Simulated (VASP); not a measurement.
# Ta2Ti (P6/mmm) in VASP: single point with PBE

Aim: the single point of Ta2Ti with PBE.

Everything below comes from runs of VASP 6.6.1. Logs are shortened: lines on timing, memory, paths and dates and some standing lists are left out, and cuts for length are marked.

## Step 1: The cell of the first run

Symmetry: P6/mmm, No. 191, hexagonal system. Conventional cell: a = 3.044 Å, b = 3.044 Å, c = 6.381 Å, α = 90.00°, β = 90.00°, γ = 120.00°. Within 2.7 Å of Ti (site symmetry 6/mmm) lie 2 Ta at 2.02 Å. Within 2.7 Å of Ta (site symmetry 6mm) lie 1 Ti at 2.02 Å and 1 Ta at 2.34 Å.

## Step 2: Single point, PBE

Input file INCAR:

```
SYSTEM = Ta2Ti
PREC = Accurate
ENCUT = 520
EDIFF = 1E-6
ISMEAR = 0
SIGMA = 0.1
LREAL = .FALSE.
LASPH = .TRUE.
NELM = 80
ALGO = Normal
ISIF = 2
LWAVE = .FALSE.
LCHARG = .FALSE.
GGA = PE
NBANDS = 24
```

Input file KPOINTS:

```
Automatic mesh
0
G
  6 6 4
  0 0 0
```

Input file POSCAR:

```
Ta2Ti
1.0
    3.0444067200      0.0000000000      0.0000000000
   -1.5222033600      2.6365335600      0.0000000000
    0.0000000000      0.0000000000      6.3809004100
Ti Ta
1 2
Direct
    0.0000000000      0.0000000000      0.5000000000
    0.0000000000      0.0000000000      0.1834045000
    0.0000000000      0.0000000000      0.8165955000
```

Potentials or basis: VASP PAW PBE potentials, release 64 (Ti_sv, Ta_pv).

Run with:

```bash
> cat potpaw_PBE.64/Ti_sv/POTCAR potpaw_PBE.64/Ta_pv/POTCAR > POTCAR
> mpirun -np 1 vasp_std > vasp.out
```

OUTCAR:

```text
SYSTEM = Ta2Ti
   PREC = Accurate
   ENCUT = 520
   EDIFF = 1E-6
   ISMEAR = 0
   LREAL = .FALSE.
   LASPH = .TRUE.
   NELM = 80
   ISIF = 2
   GGA = PE

 ion  position               nearest neighbor table
   1  0.000  0.000  0.500-   2 2.02   3 2.02
   2  0.000  0.000  0.183-   1 2.02   3 2.34
   3  0.000  0.000  0.817-   1 2.02   2 2.34

  LATTYP: Found a hexagonal cell.
 ALAT       =     3.0444067200
 C/A-ratio  =     2.0959421644

  Lattice vectors:

 A1 = (   3.0444067200,   0.0000000000,   0.0000000000)
 A2 = (  -1.5222033600,   2.6365335600,   0.0000000000)
 A3 = (   0.0000000000,   0.0000000000,   6.3809004100)

Analysis of symmetry for initial positions (statically):
=====================================================================
 Subroutine PRICEL returns:
 Original cell was already a primitive cell.

 Routine SETGRP: Setting up the symmetry group for a
 hexagonal supercell.

 Subroutine GETGRP returns: Found 24 space group operations
 (whereof 24 operations were pure point group operations)
 out of a pool of 24 trial point group operations.

The static configuration has the point symmetry D_6h.

Analysis of symmetry for dynamics (positions and initial velocities):
=====================================================================
 Subroutine PRICEL returns:
 Original cell was already a primitive cell.

 Routine SETGRP: Setting up the symmetry group for a
 hexagonal supercell.

 Subroutine GETGRP returns: Found 24 space group operations
 (whereof 24 operations were pure point group operations)
 out of a pool of 24 trial point group operations.

The dynamic configuration has the point symmetry D_6h.

 Subroutine INISYM returns: Found 24 space group operations
 (whereof 24 operations are pure point group operations),
 and found     1 'primitive' translations

----------------------------------------------------------------------------------------

                                     Primitive cell

  volume of cell :      51.2174

  direct lattice vectors                    reciprocal lattice vectors
     3.044406720  0.000000000  0.000000000     0.328471223  0.189642949  0.000000000
    -1.522203360  2.636533560  0.000000000     0.000000000  0.379285898  0.000000000
     0.000000000  0.000000000  6.380900410     0.000000000  0.000000000  0.156717694

  length of vectors
     3.044406720  3.044406721  6.380900410     0.379285899  0.379285898  0.156717694

  position of ions in fractional coordinates (direct lattice)
     0.000000000  0.000000000  0.500000000
     0.000000000  0.000000000  0.183404500
     0.000000000  0.000000000  0.816595500

  ion indices of the primitive-cell ions
   primitive index   ion index
                 1           1
                 2           2
                 3           3

----------------------------------------------------------------------------------------

 KPOINTS: Automatic mesh

Automatic generation of k-mesh.
 Grid dimensions read from file:
 generate k-points for:    6    6    4

 Generating k-lattice:

  Cartesian coordinates                     Fractional coordinates (reciprocal lattice)
     0.054745204  0.031607158  0.000000000     0.166666667 -0.000000000  0.000000000
     0.000000000  0.063214316  0.000000000     0.000000000  0.166666667  0.000000000
     0.000000000  0.000000000  0.039179424     0.000000000  0.000000000  0.250000000

  Length of vectors
     0.063214316  0.063214316  0.039179424

  Shift w.r.t. Gamma in fractional coordinates (k-lattice)
     0.000000000  0.000000000  0.000000000

 Subroutine IBZKPT returns following result:
 ===========================================

 Found     21 irreducible k-points:

 Following reciprocal coordinates:
            Coordinates               Weight
  0.000000  0.000000  0.000000      1.000000
  0.166667 -0.000000  0.000000      6.000000
  0.333333  0.000000  0.000000      6.000000
  0.500000 -0.000000  0.000000      3.000000
  0.166667  0.166667  0.000000      6.000000
  0.333333  0.166667  0.000000     12.000000
[... 13 lines left out ...]
  0.333333  0.166667  0.500000     12.000000
  0.333333  0.333333  0.500000      2.000000
   k-points           NKPTS =     21   k-points in BZ     NKDIM =     21   number of bands    NBANDS=     24
   number of dos      NEDOS =    301   number of ions     NIONS =      3
   total plane-waves  NPLWV =  27648
   dimension x,y,z NGX =    24 NGY =   24 NGZ =   48
   dimension x,y,z NGXF=    48 NGYF=   48 NGZF=   96
   ions per type =               1   2
   NGX,Y,Z   is equivalent  to a cutoff of  13.11, 13.11, 12.51 a.u.
   NGXF,Y,Z  is equivalent  to a cutoff of  26.21, 26.21, 25.01 a.u.
 SYSTEM =  Ta2Ti
   PREC   = accura    normal or accurate (medium, high low for compatibility)
   ISTART =      0    job   : 0-new  1-cont  2-samecut
   ICHARG =      2    charge: 1-file 2-atom 10-const
   ISPIN  =      1    spin polarized calculation?
   LNONCOLLINEAR =      F non collinear calculations
   LSORBIT =      F    spin-orbit coupling
   LASPH  =      T    aspherical Exc in radial PAW
   ENCUT  =  520.0 eV  38.22 Ry    6.18 a.u.   5.66  5.66 11.86*2*pi/ulx,y,z
   NELM   =     80;   NELMIN=  2; NELMDL= -5     # of ELM steps
   EDIFF  = 0.1E-05   stopping-criterion for ELM
   LREAL  =      F    real-space projection
   EDIFFG = 0.1E-04   stopping-criterion for IOM
   NSW    =      0    number of steps for IOM
   IBRION =     -1    ionic relax: 0-MD 1-quasi-New 2-CG
   NFREE  =      0    steps in history (QN), initial steepest desc. (CG)
   ISIF   =      2    stress and relaxation
   ISYM   =      2    0-nonsym 1-usesym 2-fastsym
   POTIM  = 0.5000    time-step for ionic-motion
   TEBEG  =    0.0;   TEEND  =   0.0 temperature during run
   PSTRESS=    0.0 pullay stress
   NELECT =      34.0000    total number of electrons
   NUPDOWN=      -1.0000    fix difference up-down
   EMIN   =  10.00;   EMAX   =-10.00  energy-range for DOS
   EFERMI =   0.00;   METHOD = LEGACY
   ISMEAR =     0;   SIGMA  =   0.10  broadening in eV -4-tet -1-fermi 0-gaus
   EFERMI_NEDOS =   21; number of points for ismear=-14 and -15
   IALGO  =     38    algorithm
   IMIX   =      4    mixing-type and parameters
     AMIX     =   0.40;   BMIX     =  1.00
     AMIX_MAG =   1.60;   BMIX_MAG =  1.00
  volume/ion in A,a.u.               =      17.07       115.21
  Fermi-wavevector in a.u.,A,eV,Ry     =   1.428111  2.698738 27.749078  2.039500
  Thomas-Fermi vector in A             =   2.548208
   LORBIT       =      0    0 simple, 1 ext, 2 COOP (PROOUT), +10 PAW based schemes
   GGA     = PE    functional components
   LHFCALC =     F    Hartree Fock is set to
   AEXX    =    0.0000 exact exchange contribution
   IVDW    =     0    specifies the selected vdW correction
   LEPSILON=     F    determine dielectric tensor
   LRPA    =     F    only Hartree local field effects (RPA)
 non-spin polarized calculation
 Gauss-broadening in eV      SIGMA  =   0.10
  energy-cutoff  :      520.00
  volume of cell :       51.22
 maximum number of plane-waves:      1396
 NGX is ok and might be reduce to    24
   NGX = 11   NGY = 11   NGZ = 23

 number of electron      34.0000001 magnetization

 Free energy of the ion-electron system (eV)
  ---------------------------------------------------
  ext. energy  EPLUGINS =         0.00000000
  ---------------------------------------------------
  free energy    TOTEN  =       -25.73842684 eV

  energy without entropy =      -25.72632301  energy(sigma->0) =      -25.73237492

 E-fermi :   6.7186     XC(G=0): -12.2898

 val. band max:        6.7025349123   @ k =   0.0000   0.0000   0.2500
 cond. band min:       6.7474223036   @ k =   0.1667  -0.0000   0.5000
 fundamental gap:      0.0448873913
 Fermi energy:         6.7186241714

 k-point     1 :       0.0000    0.0000    0.0000
  band No.  band energies     occupation
      1     -49.4188      2.00000
      2     -29.1825      2.00000
      3     -28.7256      2.00000
      4     -27.0768      2.00000
      5     -27.0768      2.00000
      6     -26.7448      2.00000
[... 16 lines left out ...]
     23       8.8910      0.00000
     24       8.8910      0.00000

 k-point     2 :       0.1667   -0.0000    0.0000
  band No.  band energies     occupation
      1     -49.4067      2.00000
      2     -29.1629      2.00000
      3     -28.7003      2.00000
      4     -27.2517      2.00000
      5     -27.1171      2.00000
      6     -26.9042      2.00000
[... 16 lines left out ...]
     23       9.0861      0.00000
     24       9.5213      0.00000

 k-point     3 :       0.3333    0.0000    0.0000
  band No.  band energies     occupation
      1     -49.3822      2.00000
      2     -29.1232      2.00000
      3     -28.6490      2.00000
      4     -27.5879      2.00000
      5     -27.2124      2.00000
      6     -27.1968      2.00000
[... 16 lines left out ...]
     23      10.9947      0.00000
     24      11.1976      0.00000

 k-point     4 :       0.5000   -0.0000    0.0000
  band No.  band energies     occupation
      1     -49.3699      2.00000
      2     -29.1032      2.00000
      3     -28.6229      2.00000
      4     -27.7498      2.00000
      5     -27.3615      2.00000
      6     -27.2362      2.00000
[... 16 lines left out ...]
     23      12.5688      0.00000
     24      12.7152      0.00000

 k-point     5 :       0.1667    0.1667    0.0000
  band No.  band energies     occupation
      1     -49.3883      2.00000
      2     -29.1332      2.00000
      3     -28.6619      2.00000
      4     -27.4733      2.00000
      5     -27.2109      2.00000
      6     -27.1072      2.00000
[... 16 lines left out ...]
     23      11.0303      0.00000
     24      11.0653      0.00000

 k-point     6 :       0.3333    0.1667    0.0000
  band No.  band energies     occupation
      1     -49.3699      2.00000
      2     -29.1032      2.00000
      3     -28.6230      2.00000
      4     -27.6657      2.00000
      5     -27.3264      2.00000
      6     -27.2845      2.00000
[... 16 lines left out ...]
     23      12.5681      0.00000
     24      13.6618      0.00000
[... 298 lines left out ...]
 k-point    18 :       0.5000   -0.0000    0.5000
  band No.  band energies     occupation
      1     -49.3677      2.00000
      2     -30.1362      2.00000
      3     -27.6578      2.00000
      4     -27.4761      2.00000
      5     -27.1478      2.00000
      6     -27.0015      2.00000
[... 16 lines left out ...]
     23      12.0724      0.00000
     24      12.4384      0.00000

 k-point    19 :       0.1667    0.1667    0.5000
  band No.  band energies     occupation
      1     -49.3861      2.00000
      2     -30.1737      2.00000
      3     -27.3832      2.00000
      4     -27.2199      2.00000
      5     -27.1224      2.00000
      6     -26.9774      2.00000
[... 16 lines left out ...]
     23      11.0494      0.00000
     24      11.2672      0.00000

 k-point    20 :       0.3333    0.1667    0.5000
  band No.  band energies     occupation
      1     -49.3677      2.00000
      2     -30.1362      2.00000
      3     -27.5744      2.00000
      4     -27.3983      2.00000
      5     -27.2375      2.00000
      6     -27.0847      2.00000
[... 16 lines left out ...]
     23      10.5063      0.00000
     24      11.0303      0.00000

 k-point    21 :       0.3333    0.3333    0.5000
  band No.  band energies     occupation
      1     -49.3616      2.00000
      2     -30.1237      2.00000
      3     -27.4589      2.00000
      4     -27.4589      2.00000
      5     -27.2908      2.00000
      6     -27.2908      2.00000
[... 16 lines left out ...]
     23      10.6621      0.00000
     24      10.6621      0.00000

------------------------ aborting loop because EDIFF is reached ----------------------------------------

  FORCE on cell =-STRESS in cart. coord.  units (eV):
  Direction    XX          YY          ZZ          XY          YZ          ZX
  --------------------------------------------------------------------------------------
  -------------------------------------------------------------------------------------
  Total        0.3702592      0.3702593     34.3358648      0.0000000      0.0000000     -0.0000000
  in kB       11.5823999     11.5824000   1074.0898945      0.0000000      0.0000000     -0.0000000
  external PRESSURE =     365.7515648 kB  Pullay stress =       0.0000000 kB

 VOLUME and BASIS-vectors are now :
 -----------------------------------------------------------------------------
  energy-cutoff  :      520.00
  volume of cell :       51.22
      direct lattice vectors                 reciprocal lattice vectors
     3.044406720  0.000000000  0.000000000     0.328471223  0.189642949  0.000000000
    -1.522203360  2.636533560  0.000000000     0.000000000  0.379285898  0.000000000
     0.000000000  0.000000000  6.380900410     0.000000000  0.000000000  0.156717694

 POSITION                                       TOTAL-FORCE (eV/Angst)
 -----------------------------------------------------------------------------------
      0.00000      0.00000      3.19045        -0.000000     -0.000000     -0.000000
      0.00000      0.00000      1.17029        -0.000000      0.000000     -2.525426
      0.00000      0.00000      5.21061         0.000000     -0.000000      2.525426
 -----------------------------------------------------------------------------------
    total drift:                                0.000000      0.000000      0.000000

  FREE ENERGIE OF THE ION-ELECTRON SYSTEM (eV)
  ---------------------------------------------------
  free  energy   TOTEN  =       -25.7384268398 eV

  energy  without entropy=      -25.7263230091  energy(sigma->0) =      -25.73237492
```

Run time: 23 s. Hardware: 1 thread of Intel Xeon Platinum 8259CL at 2.50GHz (Skylake/Cascade Lake), shared host; peak memory 0.18 GiB.

Results:

| Quantity | Value |
| --- | --- |
| Free energy | -25.7384 eV |
| Pressure | 36.6 GPa |
| Largest force | 2.525 eV/Å |
| Band gap on the k mesh | zero (band 17 reaches 6.96 eV, above the bottom of band 18 at 6.53 eV) |

Forces in eV/Å, atoms in the order of the input:
```
Ti   0.000  0.000  0.000
Ta   0.000  0.000 -2.525
Ta   0.000  0.000  2.525
```

Levels at points of the mesh, in eV from the Fermi level:
```
           k point  band 15  band 16  band 17  band 18  band 19  band 20
(0.00, 0.00, 0.00)    -0.16    -0.16     0.14     0.14     1.31     1.31
(0.50, 0.00, 0.00)    -2.05    -0.49    -0.31    -0.14     0.27     3.49
(0.00, 0.00, 0.50)    -0.76    -0.67     0.24     0.37     0.37     0.44
(0.50, 0.00, 0.50)    -1.37    -0.56     0.07     0.44     0.62     3.53
```

Caveat: the k points lie up to 0.40 Å⁻¹ apart; spin-orbit coupling is left out, which moves the levels of the heavy elements; forces of over 1 eV/Å act on the atoms, so gaps and moduli don't describe the material at rest.
